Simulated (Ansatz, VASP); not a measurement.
## ZnRe: VASP beside Ansatz

```
CELL_PARAMETERS angstrom
2.74822 0.00000 0.00000
-1.37411 2.38003 0.00000
0.00000 0.00000 4.53901
ATOMIC_POSITIONS crystal
Re 0.33333 0.66667 0.50000
Zn 0.00000 0.00000 0.00000
```

Alike in both runs: functional PBE; k mesh 9 × 9 × 5; occupations fermi-dirac, width 0.05 eV; no spin polarisation.

|  | VASP | Ansatz |
| --- | --- | --- |
| version | VASP 6.6.1 | Ansatz 0.2.0 |
| potentials or method | VASP PAW PBE potentials, release 64 (Re_sv_GW, Zn) | Ansatz PAW |
| plane-wave cutoff (eV) | 500 | 420 |
| valence electrons in the cell | 27 | 27 |
| task | single point | band structure |

|  | VASP | Ansatz | Ansatz less VASP |
| --- | --- | --- | --- |
| gap on the k mesh at the Fermi level (eV) | none | none | - |
| pressure (GPa) | -3.9 | -3.1 | +0.79 |
| traceless stress, the component that is largest in VASP (GPa) | -2.02 | -2.17 | -0.158 |

A gap of «none» marks a metal or a gap that the smearing closes.

Spin-orbit coupling is off throughout.
